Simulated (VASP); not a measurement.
Runs of VASP 6.6.1 on SnO2. The structure is that of space group Fm-3m (No. 225), or close to it. The cells are those of the table. 

```tsv
task	cell	k mesh	cutoff (eV)	smearing	gap on the mesh (eV)	pressure (GPa)
single point	a = 3.519 Å, angles 60.0°, 3 atoms	14 × 14 × 14	520	gaussian 0.1 eV	0.84	(a)
single point	a = 3.637 Å, angles 60.0°, 3 atoms	16 × 16 × 16	520	gaussian 0.15 eV	none	0.5
single point	a = 3.637 Å, angles 60.0°, 3 atoms	14 × 14 × 14	520	gaussian 0.1 eV	none	0.6
relaxation of cell and atoms	relaxed from a = 3.640 Å, angles 60.0°, 3 atoms	14 × 14 × 14	600	gaussian 0.1 eV	none	0.0
single point	a = 3.637 Å, angles 60.0°, 3 atoms	18 × 18 × 18	520	gaussian 0.15 eV	none	0.6
```

Alike in all rows: level PBE; potentials or basis VASP PAW PBE potentials, release 64 (Sn_d, O); no spin polarisation.

Problem. Fill in the values left out.

Solution. (a) 24.4.

Caveats: spin-orbit coupling is left out, which moves the levels of the heavy elements.

A k mesh can miss the band edges, and the runs leave out spin-orbit coupling on Sn.

A gap of «none» marks levels without a gap at the run's occupations.
